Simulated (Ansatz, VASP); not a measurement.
## One calculation of HfRe3, two programs

```xyz
4
Lattice="4.0341 0.0000 0.0000 0.0000 4.0341 0.0000 0.0000 0.0000 4.0341" Properties=species:S:1:pos:R:3 pbc="T T T"
Hf    0.0000    0.0000    0.0000
Re    0.0000    2.0170    2.0170
Re    2.0170    0.0000    2.0170
Re    2.0170    2.0170    0.0000
```

Alike in both runs: functional PBE; k mesh 4 × 4 × 4; occupations gaussian, width 0.1 eV; no spin polarisation.

Ansatz relaxed the structure, and its values are those at the end. VASP's run is a single point on that final structure, the one shown.

|  | VASP | Ansatz |
| --- | --- | --- |
| version | VASP 6.6.1 | Ansatz 0.2.0 |
| potentials or method | VASP PAW PBE potentials, release 64 (Hf_pv, Re), cutoff 520 eV | scalar-relativistic, plane waves, PAW |
| valence electrons in the cell | 31 | 71 |

|  | VASP | Ansatz | Ansatz less VASP |
| --- | --- | --- | --- |
| gap on the k mesh at the Fermi level (eV) | none | none | - |
| pressure (GPa) | -0.7 | -0.1 | +0.65 |

A gap of «none» marks a metal or a gap that the smearing closes. VASP's potentials hold 31 valence electrons a cell and Ansatz's 71, so a difference there can come from the potentials and not from the codes.

The k mesh is coarse, so the values compare programs but aren't converged. Spin-orbit coupling is off throughout.
